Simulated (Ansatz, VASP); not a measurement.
Y in VASP and in Ansatz

Contents of INCAR:

```
SYSTEM = Y
PREC = Accurate ; ENCUT = 520
EDIFF = 1E-8 ; ISMEAR = -1
SIGMA = 0.05 ; LREAL = .FALSE.
LASPH = .TRUE. ; NELM = 80
ALGO = Normal ; ISIF = 2
LWAVE = .FALSE. ; LCHARG = .FALSE.
GGA = CA ; LEFG = .TRUE.
NBANDS = 12
```

Contents of KPOINTS:

```
Automatic mesh
0
G
  13 13 13
  0 0 0
```

File POSCAR:

```
Y
1.0
    0.0000000000      2.5177011185      2.5177011185
    2.5177011185      0.0000000000      2.5177011185
    2.5177011185      2.5177011185      0.0000000000
Y
1
Direct
    0.0000000000      0.0000000000      0.0000000000
```

Input for Ansatz:

```yaml
crystal:
  lattice:
    - [0.0, 2.5177011185, 2.5177011185]
    - [2.5177011185, 0.0, 2.5177011185]
    - [2.5177011185, 2.5177011185, 0.0]
  atoms:
    - { symbol: "Y", position: [0.0, 0.0, 0.0] }
kpoints:
  mp_grid: { grid: [13, 13, 13] }
scf:
  occupations: { method: fermi_dirac, width: 0.05 }
hamiltonian:
  xc: lda
  pseudopotentials: { kind: paw }
output:
  forces: true
  stress: true
  eigenvalues: true
  efg: { contact_densities: true }
  write_density: true
  write_potential: true
  elf: true
  volumetric_format: npy
```

Change from the starting cell: volume scaled by 1.04, PAW files.

Alike in both runs: task electric field gradients; functional LDA; k mesh 13 × 13 × 13; occupations fermi-dirac, width 0.05 eV; no spin polarisation.

```csv
,VASP,Ansatz
version,VASP 6.6.1,Ansatz 0.2.0
potentials or method,"VASP PAW LDA potentials, release 64 (Y_sv)","PAW with Ansatz's default frozen-core files, scalar-relativistic"
plane-wave cutoff (eV),520,420
valence electrons in the cell,11,11
```

|  | VASP | Ansatz | Ansatz less VASP |
| --- | --- | --- | --- |
| pressure (GPa) | -3.3 | -3.2 | +0.11 |

LDA's correlation is that of Perdew and Zunger in VASP and of Perdew and Wang (1992) in Ansatz.
